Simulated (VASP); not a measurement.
Runs of VASP 6.6.1 on Si3Ge. The structure is that of space group P4/mmm (No. 123), or close to it. The cells are those of the table. 

```csv
task,cell,k mesh,cutoff (eV),gap on the mesh (eV),pressure (GPa)
single point,"a = 3.727, b = 3.727, c = 4.837 Å, 4 atoms",6 × 6 × 4,520,none,(a)
single point,"a = 5.074, b = 5.074, c = 2.553 Å, 4 atoms",4 × 4 × 6,520,none,-0.1
relaxation of cell and atoms,"relaxed from a = 3.727, b = 3.727, c = 4.837 Å, 4 atoms",6 × 6 × 4,600,none,-0.1
single point,"a = 4.909, b = 4.909, c = 2.712 Å, 4 atoms",6 × 6 × 4,520,none,0.1
single point,"a = 5.048, b = 5.048, c = 2.576 Å, 4 atoms",10 × 10 × 18,520,none,-0.1
```

Alike in all rows: level PBE; potentials or basis VASP PAW PBE potentials, release 64 (Si, Ge_d); no spin polarisation; smearing gaussian 0.1 eV.

Problem. Estimate the missing entries.

Solution. (a) 70.6.

Caveats: some runs use coarse meshes.

A k mesh can miss the band edges, and the runs leave out spin-orbit coupling on Ge.

A gap of «none» marks levels without a gap at the run's occupations.
